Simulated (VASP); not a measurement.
# Y2AlN3 (Cmc2_1) in VASP: single point with PBE

Aim: the single point of Y2AlN3 with PBE.

Everything below comes from runs of VASP 6.6.1. Logs are shortened: lines on timing, memory, paths and dates and some standing lists are left out, and cuts for length are marked.

**1. The cell of the first run**

Symmetry: Cmc2_1, No. 36, orthorhombic system. Conventional cell: a = 11.240 Å, b = 6.276 Å, c = 5.138 Å, α = 90.00°, β = 90.00°, γ = 90.00°. Within 3.0 Å of Y (site symmetry 1) lie 5 N at 2.24 to 2.77 Å. Within 2.5 Å of Al (site symmetry m) lie 4 N at 1.89 to 1.97 Å. N (site symmetry 1) has 1 Al at 1.97 Å and 3 Y at 2.31 to 2.37 Å within 2.6 Å. N (site symmetry m) has 2 Al at 1.89 Å and 2 Y at 2.24 Å within 2.5 Å.

**2. Single point, PBE**

File INCAR:

```
PREC = Accurate ; ENCUT = 520
EDIFF = 1E-7 ; ISMEAR = 0
SIGMA = 0.1 ; LREAL = False
LASPH = True ; NELM = 60
ALGO = Normal ; ISIF = 2
LWAVE = False ; LCHARG = True
GGA = PE ; LELF = True
LVHAR = True ; NBANDS = 52
```

File KPOINTS:

```
regular mesh
0
Gamma
  4 4 4
```

File POSCAR:

```
Y2AlN3
1.0
    5.6201043100     -3.1381354300      0.0000000000
    5.6201043100      3.1381354300      0.0000000000
    0.0000000000      0.0000000000      5.1381511700
Y Al N
4 2 6
Direct
    0.4759229900      0.8416429900      0.4549469900
    0.1583570100      0.5240770100      0.4549469900
    0.5240770100      0.1583570100      0.9549469900
    0.8416429900      0.4759229900      0.9549469900
    0.8413689900      0.1586310100      0.4822289900
    0.1586310100      0.8413689900      0.9822289900
    0.4646350000      0.8320149900      0.9158980000
    0.1679850100      0.5353650000      0.9158980000
    0.5353650000      0.1679850100      0.4158980000
    0.8320149900      0.4646350000      0.4158980000
    0.8786519900      0.1213480100      0.8480800100
    0.1213480100      0.8786519900      0.3480800100
```

Potentials or basis: VASP PAW PBE potentials, release 64 (Y_sv, Al, N).

Command:

```console
> cat potpaw_PBE.64/Y_sv/POTCAR potpaw_PBE.64/Al/POTCAR potpaw_PBE.64/N/POTCAR > POTCAR
> mpirun -np 1 vasp_std > vasp.out
```

OUTCAR:

```text
PREC = Accurate
   ENCUT = 520
   EDIFF = 1E-7
   ISMEAR = 0
   LREAL = False
   LASPH = True
   NELM = 60
   ISIF = 2
   GGA = PE

 ion  position               nearest neighbor table
   1  0.476  0.842  0.455-  12 2.24  10 2.31   9 2.33   7 2.37   7 2.77   6 3.17   6 3.39   3 3.39
                             3 3.39   4 3.45   4 3.45   5 3.48   2 3.57   5 3.75   2 3.75   2 3.75
   2  0.158  0.524  0.455-  12 2.24   9 2.31  10 2.33   8 2.37   8 2.77   6 3.17   6 3.39   4 3.39
                             4 3.39   3 3.45   3 3.45   5 3.48   1 3.57   5 3.75   1 3.75   1 3.75
   3  0.524  0.158  0.955-  11 2.24   8 2.31   7 2.33   9 2.37   9 2.77   5 3.17   5 3.39   1 3.39
                             1 3.39   2 3.45   2 3.45   6 3.48   4 3.57   6 3.75   4 3.75   4 3.75
   4  0.842  0.476  0.955-  11 2.24   7 2.31   8 2.33  10 2.37  10 2.77   5 3.17   5 3.39   2 3.39
                             2 3.39   1 3.45   1 3.45   6 3.48   3 3.57   6 3.75   3 3.75   3 3.75
   5  0.841  0.159  0.482-  12 1.89  11 1.89   9 1.97  10 1.97   3 3.17   4 3.17   6 3.25   6 3.25
                             4 3.39   3 3.39   1 3.48   2 3.48   1 3.75   2 3.75   1 3.84   2 3.84
   6  0.159  0.841  0.982-  11 1.89  12 1.89   7 1.97   8 1.97   1 3.17   2 3.17   5 3.25   5 3.25
                             2 3.39   1 3.39   4 3.48   3 3.48   3 3.75   4 3.75   3 3.84   4 3.84
   7  0.465  0.832  0.916-   6 1.97   4 2.31   3 2.33   1 2.37   1 2.77
   8  0.168  0.535  0.916-   6 1.97   3 2.31   4 2.33   2 2.37   2 2.77
   9  0.535  0.168  0.416-   5 1.97   2 2.31   1 2.33   3 2.37   3 2.77
  10  0.832  0.465  0.416-   5 1.97   1 2.31   2 2.33   4 2.37   4 2.77
  11  0.879  0.121  0.848-   6 1.89   5 1.89   3 2.24   4 2.24
  12  0.121  0.879  0.348-   5 1.89   6 1.89   1 2.24   2 2.24

  LATTYP: Found a base centered orthorhombic cell.
 ALAT       =     6.2762708600
 B/A-ratio  =     1.7909055984
 C/A-ratio  =     0.8186630699

  Lattice vectors:

 A1 = (  -5.6201043100,  -3.1381354300,   0.0000000000)
 A2 = (   5.6201043100,  -3.1381354300,   0.0000000000)
 A3 = (   0.0000000000,   0.0000000000,   5.1381511700)

Analysis of symmetry for initial positions (statically):
=====================================================================
 Subroutine PRICEL returns:
 Original cell was already a primitive cell.

 Routine SETGRP: Setting up the symmetry group for a
 base centered orthorhombic supercell.

 Subroutine GETGRP returns: Found  4 space group operations
 (whereof  2 operations were pure point group operations)
 out of a pool of  8 trial point group operations.

The static configuration has the point symmetry C_1h.
 The point group associated with its full space group is C_2v.

Analysis of symmetry for dynamics (positions and initial velocities):
=====================================================================
 Subroutine PRICEL returns:
 Original cell was already a primitive cell.

 Routine SETGRP: Setting up the symmetry group for a
 base centered orthorhombic supercell.

 Subroutine GETGRP returns: Found  4 space group operations
 (whereof  2 operations were pure point group operations)
 out of a pool of  8 trial point group operations.

The dynamic configuration has the point symmetry C_1h.
 The point group associated with its full space group is C_2v.

 Subroutine INISYM returns: Found  4 space group operations
 (whereof  2 operations are pure point group operations),
 and found     1 'primitive' translations

----------------------------------------------------------------------------------------

                                     Primitive cell

  volume of cell :     181.2395

  direct lattice vectors                    reciprocal lattice vectors
     5.620104310 -3.138135430  0.000000000     0.088966320 -0.159330281  0.000000000
     5.620104310  3.138135430  0.000000000     0.088966320  0.159330281  0.000000000
     0.000000000  0.000000000  5.138151170     0.000000000  0.000000000  0.194622534

  length of vectors
     6.436883286  6.436883286  5.138151170     0.182486012  0.182486012  0.194622534

  position of ions in fractional coordinates (direct lattice)
     0.475922990  0.841642990  0.454946990
     0.158357010  0.524077010  0.454946990
     0.524077010  0.158357010  0.954946990
     0.841642990  0.475922990  0.954946990
     0.841368990  0.158631010  0.482228990
     0.158631010  0.841368990  0.982228990
     0.464635000  0.832014990  0.915898000
     0.167985010  0.535365000  0.915898000
     0.535365000  0.167985010  0.415898000
     0.832014990  0.464635000  0.415898000
     0.878651990  0.121348010  0.848080010
     0.121348010  0.878651990  0.348080010

[... 29 lines left out ...]

  Length of vectors
     0.045621503  0.045621503  0.048655633

  Shift w.r.t. Gamma in fractional coordinates (k-lattice)
     0.000000000  0.000000000  0.000000000

 Subroutine IBZKPT returns following result:
 ===========================================

 Found     21 irreducible k-points:

 Following reciprocal coordinates:
            Coordinates               Weight
  0.000000  0.000000  0.000000      1.000000
  0.250000  0.000000  0.000000      4.000000
  0.500000  0.000000  0.000000      2.000000
  0.250000  0.250000  0.000000      2.000000
  0.500000  0.250000  0.000000      4.000000
 -0.250000  0.250000  0.000000      2.000000
[... 13 lines left out ...]
 -0.250000  0.250000  0.500000      2.000000
  0.500000  0.500000  0.500000      1.000000
   k-points           NKPTS =     21   k-points in BZ     NKDIM =     21   number of bands    NBANDS=     52
   number of dos      NEDOS =    301   number of ions     NIONS =     12
   total plane-waves  NPLWV =  92160
   dimension x,y,z NGX =    48 NGY =   48 NGZ =   40
   dimension x,y,z NGXF=    96 NGYF=   96 NGZF=   80
   ions per type =               4   2   6
   NGX,Y,Z   is equivalent  to a cutoff of  12.40, 12.40, 12.94 a.u.
   NGXF,Y,Z  is equivalent  to a cutoff of  24.79, 24.79, 25.88 a.u.
 SYSTEM =  unknown system
   PREC   = accura    normal or accurate (medium, high low for compatibility)
   ISTART =      0    job   : 0-new  1-cont  2-samecut
   ICHARG =      2    charge: 1-file 2-atom 10-const
   ISPIN  =      1    spin polarized calculation?
   LNONCOLLINEAR =      F non collinear calculations
   LSORBIT =      F    spin-orbit coupling
   LASPH  =      T    aspherical Exc in radial PAW
   ENCUT  =  520.0 eV  38.22 Ry    6.18 a.u.  11.97 11.97  9.55*2*pi/ulx,y,z
   NELM   =     60;   NELMIN=  2; NELMDL= -5     # of ELM steps
   EDIFF  = 0.1E-06   stopping-criterion for ELM
   LREAL  =      F    real-space projection
   EDIFFG = 0.1E-05   stopping-criterion for IOM
   NSW    =      0    number of steps for IOM
   IBRION =     -1    ionic relax: 0-MD 1-quasi-New 2-CG
   NFREE  =      0    steps in history (QN), initial steepest desc. (CG)
   ISIF   =      2    stress and relaxation
   ISYM   =      2    0-nonsym 1-usesym 2-fastsym
   POTIM  = 0.5000    time-step for ionic-motion
   TEBEG  =    0.0;   TEEND  =   0.0 temperature during run
   PSTRESS=    0.0 pullay stress
   NELECT =      80.0000    total number of electrons
   NUPDOWN=      -1.0000    fix difference up-down
   EMIN   =  10.00;   EMAX   =-10.00  energy-range for DOS
   EFERMI =   0.00;   METHOD = LEGACY
   ISMEAR =     0;   SIGMA  =   0.10  broadening in eV -4-tet -1-fermi 0-gaus
   EFERMI_NEDOS =   21; number of points for ismear=-14 and -15
   IALGO  =     38    algorithm
   IMIX   =      4    mixing-type and parameters
     AMIX     =   0.40;   BMIX     =  1.00
     AMIX_MAG =   1.60;   BMIX_MAG =  1.00
  volume/ion in A,a.u.               =      15.10       101.92
  Fermi-wavevector in a.u.,A,eV,Ry     =   1.246485  2.355516 21.139722  1.553726
  Thomas-Fermi vector in A             =   2.380661
   LORBIT       =      0    0 simple, 1 ext, 2 COOP (PROOUT), +10 PAW based schemes
   GGA     = PE    functional components
   LHFCALC =     F    Hartree Fock is set to
   AEXX    =    0.0000 exact exchange contribution
   IVDW    =     0    specifies the selected vdW correction
   LEPSILON=     F    determine dielectric tensor
   LRPA    =     F    only Hartree local field effects (RPA)
 non-spin polarized calculation
 Gauss-broadening in eV      SIGMA  =   0.10
  energy-cutoff  :      520.00
  volume of cell :      181.24
 maximum number of plane-waves:      4900
   NGX = 23   NGY = 23   NGZ = 19

 number of electron      80.0000002 magnetization

 Free energy of the ion-electron system (eV)
  ---------------------------------------------------
  ext. energy  EPLUGINS =         0.00000000
  ---------------------------------------------------
  free energy    TOTEN  =      -100.70170271 eV

  energy without entropy =     -100.70170271  energy(sigma->0) =     -100.70170271

 E-fermi :   3.9709     XC(G=0): -10.3471

 val. band max:        3.4778632202   @ k =   0.0000   0.0000   0.0000
 cond. band min:       5.3520671587   @ k =   0.0000   0.0000   0.0000
 fundamental gap:      1.8742039385
 Fermi energy:         3.9709176591

 k-point     1 :       0.0000    0.0000    0.0000
  band No.  band energies     occupation
      1     -37.0956      2.00000
      2     -37.0241      2.00000
      3     -37.0172      2.00000
      4     -37.0063      2.00000
      5     -17.5114      2.00000
      6     -17.4839      2.00000
[... 1144 lines left out ...]
     51       9.6583      0.00000
     52       9.6588      0.00000

------------------------ aborting loop because EDIFF is reached ----------------------------------------

  FORCE on cell =-STRESS in cart. coord.  units (eV):
  Direction    XX          YY          ZZ          XY          YZ          ZX
  --------------------------------------------------------------------------------------
  -------------------------------------------------------------------------------------
  Total       -1.3699022     -1.2828867     -1.0904639      0.0000000      0.0000000      0.0000000
  in kB      -12.1100853    -11.3408589     -9.6398204      0.0000000      0.0000000      0.0000000
  external PRESSURE =     -11.0302549 kB  Pullay stress =       0.0000000 kB

 VOLUME and BASIS-vectors are now :
 -----------------------------------------------------------------------------
  energy-cutoff  :      520.00
  volume of cell :      181.24
      direct lattice vectors                 reciprocal lattice vectors
     5.620104310 -3.138135430  0.000000000     0.088966320 -0.159330281  0.000000000
     5.620104310  3.138135430  0.000000000     0.088966320  0.159330281  0.000000000
     0.000000000  0.000000000  5.138151170     0.000000000  0.000000000  0.194622534

 POSITION                                       TOTAL-FORCE (eV/Angst)
 -----------------------------------------------------------------------------------
      7.40486      1.14768      2.33759        -0.036080      0.015388     -0.002473
      3.83535      1.14768      2.33759         0.036080      0.015388     -0.002473
      3.83535     -1.14768      4.90666         0.036080     -0.015388     -0.002473
      7.40486     -1.14768      4.90666        -0.036080     -0.015388     -0.002473
      5.62010     -2.14252      2.47777         0.000000      0.003839      0.001795
      5.62010      2.14252      5.04684         0.000000     -0.003839      0.001795
      7.28731      1.15289      4.70602         0.081061     -0.053630     -0.029756
      3.95290      1.15289      4.70602        -0.081061     -0.053630     -0.029756
      3.95290     -1.15289      2.13695        -0.081061      0.053630     -0.029756
      7.28731     -1.15289      2.13695         0.081061      0.053630     -0.029756
      5.62010     -2.37652      4.35756         0.000000      0.127713      0.062661
      5.62010      2.37652      1.78849         0.000000     -0.127713      0.062661
 -----------------------------------------------------------------------------------
    total drift:                               -0.000000      0.000000     -0.000590

  FREE ENERGIE OF THE ION-ELECTRON SYSTEM (eV)
  ---------------------------------------------------
  free  energy   TOTEN  =      -100.7017027055 eV

  energy  without entropy=     -100.7017027055  energy(sigma->0) =     -100.70170271
```

Run time: 3.5 min. Hardware: 1 thread of Intel Xeon Platinum 8375C at 2.90GHz (Ice Lake), shared host; peak memory 0.38 GiB.

Results:

- Free energy: -100.7017 eV
- Pressure: -1.1 GPa
- Largest force: 0.142 eV/Å
- Band gap on the k mesh: 1.87 eV

Forces in eV/Å, atoms in the order of the input:
```
Y   -0.036  0.015 -0.002
Y    0.036  0.015 -0.002
Y    0.036 -0.015 -0.002
Y   -0.036 -0.015 -0.002
Al   0.000  0.004  0.002
Al   0.000 -0.004  0.002
N    0.081 -0.054 -0.030
N   -0.081 -0.054 -0.030
N   -0.081  0.054 -0.030
N    0.081  0.054 -0.030
N    0.000  0.128  0.063
N    0.000 -0.128  0.063
```

Stress tensor (GPa, compression positive):
```
-1.21  0.00  0.00
 0.00 -1.13  0.00
 0.00  0.00 -0.96
```

A k mesh can miss the band edges.
